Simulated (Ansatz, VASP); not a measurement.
**Two plane-wave programs on InP**

The input INCAR:

```
SYSTEM = InP
PREC = Accurate
ENCUT = 520
EDIFF = 1E-6
ISMEAR = 0
SIGMA = 0.15
LREAL = .False.
LASPH = .True.
NELM = 100
ALGO = Normal
ISIF = 2
LWAVE = .False.
LCHARG = .False.
GGA = PE
NBANDS = 16
```

Contents of KPOINTS:

```
Automatic mesh
0
Gamma
  14 14 14
  0 0 0
```

The input POSCAR:

```
InP
1.0
    0.0000000000      2.7701982124      2.7701982124
    2.6408299559      0.0000000000      2.7701982124
    2.6408299559      2.7701982124      0.0000000000
In P
1 1
Direct
   -0.0068507361      0.0068507361      0.0068507361
    0.5253952947      0.4746047053      0.4746047053
```

Input for Ansatz:

```yaml
crystal:
  lattice:
    - [0.0, 2.7701982124, 2.7701982124]
    - [2.6408299559, 0.0, 2.7701982124]
    - [2.6408299559, 2.7701982124, 0.0]
  atoms:
    - { symbol: In, position: [-0.0068507361, 0.0068507361, 0.0068507361] }
    - { symbol: P, position: [0.5253952947, 0.4746047053, 0.4746047053] }
basis:
  ecutwfc: 420
kpoints:
  mp_grid: { grid: [14, 14, 14] }
hamiltonian:
  xc: pbe
  pseudopotentials: { kind: paw, azcp: { folder: soft_1 } }
scf:
  occupations: { method: gaussian, width: 0.15 }
output:
  forces: true
  stress: true
  eigenvalues: true
  write_density: true
  write_potential: true
  elf: true
  volumetric_format: npy
```

Change from the starting cell: mode 4 frozen in at -0.141 Å, normal strain along x -0.0467.

Alike in both runs: task single point; functional PBE; k mesh 14 × 14 × 14; occupations gaussian, width 0.15 eV; no spin polarisation.

```csv
,VASP,Ansatz
version,VASP 6.6.1,Ansatz 0.2.0
potentials or method,"VASP PAW PBE potentials, release 64 (In_d, P), cutoff 520 eV","scalar-relativistic, plane waves, PAW"
valence electrons in the cell,18,18
```

|  | VASP | Ansatz | Ansatz less VASP |
| --- | --- | --- | --- |
| gap on the k mesh at the Fermi level (eV) | none | none | - |
| pressure (GPa) | 5.6 | 5.7 | +0.06 |
| traceless stress, the component that is largest in VASP (GPa) | 8.21 | 8.27 | +0.064 |
| rms of the force components (eV/Å) | 0.631 | 0.636 | +0.0050 |

Atom by atom the forces differ by 0.005 eV/Å (rms over components). A gap of «none» marks a metal or a gap that the smearing closes.
